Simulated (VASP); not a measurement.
A run of VASP 6.6.1 is set up as follows.

File INCAR:

```
SYSTEM = Mo4N
PREC = Accurate
ENCUT = 520
EDIFF = 1E-6
ISMEAR = 0
SIGMA = 0.1
LREAL = .FALSE.
LASPH = .TRUE.
NELM = 60
ALGO = Normal
ISIF = 2
LWAVE = .FALSE.
LCHARG = .TRUE.
LDIPOL = .TRUE.
IDIPOL = 3
DIPOL = 0.5 0.5 0.347
GGA = PS
LELF = .TRUE.
LVHAR = .TRUE.
LVACPOTAV = .TRUE.
NBANDS = 38
```

File KPOINTS:

```
regular mesh
0
G
  9 9 1
  0 0 0
```

POSCAR

```
Mo4N
1.0
    3.1294301619      0.0000000000      0.0000000000
    0.0000000000      3.1294301619      0.0000000000
    0.0000000000      0.0000000000     20.0433475232
Mo N
4 1
Direct
    0.5000000000      0.5000000000      0.1995674622
    0.0000000000      0.0000000000      0.2776340167
    0.5000000000      0.5000000000      0.3579998484
    0.0000000000      0.0000000000      0.4262435461
    0.2500000000      0.3750000000      0.4759016042
```

Potentials or basis: VASP PAW PBE potentials, release 64 (Mo_sv, N).

Run with:

```console
$ cat potpaw_PBE.64/Mo_sv/POTCAR potpaw_PBE.64/N/POTCAR > POTCAR
$ mpirun -np 1 vasp_std > vasp.out
```

(1) Predict the band gap on the k mesh.

(2) Predict the largest force.

## Answers

(1) zero (an odd number of electrons rules out a gap without spin polarisation).

(2) 3.615 eV/Å.

Caveat: the PAW data sets were made with another functional, which shifts forces and pressure a little.
